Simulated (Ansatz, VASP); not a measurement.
Two plane-wave programs on InGaSe

```
In Ga Se
1.0
     4.78702    0.00000    0.00000
    -2.39351    4.14568    0.00000
     0.00000    0.00000    8.95772
In Ga Se
2 2 2
Direct
  0.33333 0.66667 0.75000
  0.66667 0.33333 0.25000
  0.00000 0.00000 0.00000
  0.00000 0.00000 0.50000
  0.33333 0.66667 0.25000
  0.66667 0.33333 0.75000
```

Change from the starting cell: species swapped into the EuZnSi type (P6_3/mmc, No. 194).

Alike in both runs: functional PBE; k mesh 3 × 3 × 2; occupations gaussian, width 0.15 eV; no spin polarisation.

Ansatz relaxed the structure, and its values are those at the end. VASP's run is a single point on that final structure, the one shown.

|  | VASP | Ansatz |
| --- | --- | --- |
| version | VASP 6.6.1 | Ansatz 0.2.0 |
| potentials or method | VASP PAW PBE potentials, release 64 (In_d, Ga_d, Se), cutoff 520 eV | scalar-relativistic, plane waves, PAW |
| valence electrons in the cell | 64 | 84 |

|  | VASP | Ansatz | Ansatz less VASP |
| --- | --- | --- | --- |
| gap on the k mesh at the Fermi level (eV) | 0.23 | 0.23 | 0.000 |
| least direct gap on the mesh (eV) | 0.41 | 0.40 | -0.003 |
| pressure (GPa) | 0.3 | 0.3 | 0.00 |

With one functional, cell and mesh, what is left measures potentials, basis and numerics. VASP's potentials hold 64 valence electrons a cell and Ansatz's 84, so a difference there can come from the potentials and not from the codes.

The k mesh is coarse, so the values compare programs but aren't converged.
